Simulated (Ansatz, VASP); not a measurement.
# Tl: VASP beside Ansatz

The input INCAR:

```
SYSTEM = Tl
PREC     = Accurate       ! precision mode
ENCUT    = 520            ! plane-wave cutoff, eV
EDIFF    = 1E-6           ! SCF threshold, eV
ISMEAR   = -1             ! smearing method
SIGMA    = 0.08           ! smearing width, eV
LREAL    = .False.        ! projectors in reciprocal space
LASPH    = .True.         ! aspherical terms in the spheres
NELM     = 60             ! most SCF steps
ALGO     = Normal         ! electronic algorithm
ISIF     = 2              ! what is computed and relaxed
LWAVE    = .False.        ! write WAVECAR
LCHARG   = .False.        ! write CHGCAR
GGA      = PE             ! functional
NBANDS   = 12             ! bands
```

The input KPOINTS:

```
regular mesh
0
Gamma
  13 13 13
  0 0 0
```

POSCAR

```
Tl
1.0
    3.3147697328      0.0000000000      0.0000000000
    0.0000000000      3.3147697328      0.0000000000
    0.0000000000      0.0000000000      3.3147697328
Tl
1
Direct
    0.0000000000      0.0000000000      0.0000000000
```

Input for Ansatz:

```yaml
crystal:
  lattice:
    - [3.3147697328, 0.0, 0.0]
    - [0.0, 3.3147697328, 0.0]
    - [0.0, 0.0, 3.3147697328]
  atoms:
    - { symbol: Tl, position: [0.0, 0.0, 0.0] }
kpoints:
  mp_grid: { grid: [13, 13, 13] }
scf:
  occupations: { method: fermi_dirac, width: 0.08 }
hamiltonian:
  xc: pbe
  pseudopotentials: { kind: all_electron, lapw: { basis_error: 0.00025 } }
output:
  forces: true
  stress: true
  eigenvalues: true
```

Change from the starting cell: volume scaled by 1.06.

Alike in both runs: task single point; functional PBE; k mesh 13 × 13 × 13; occupations fermi-dirac, width 0.08 eV; no spin polarisation.

```csv
,VASP,Ansatz
version,VASP 6.6.1,Ansatz 0.2.0
potentials or method,"VASP PAW PBE potentials, release 64 (Tl_d), cutoff 520 eV","all-electron LAPW, scalar-relativistic"
```

```csv
,VASP,Ansatz,Ansatz less VASP
pressure (GPa),-1.1,-1.1,+0.05
```

Ansatz ran all-electron here, and VASP with PAW potentials.

Spin-orbit coupling is off throughout.
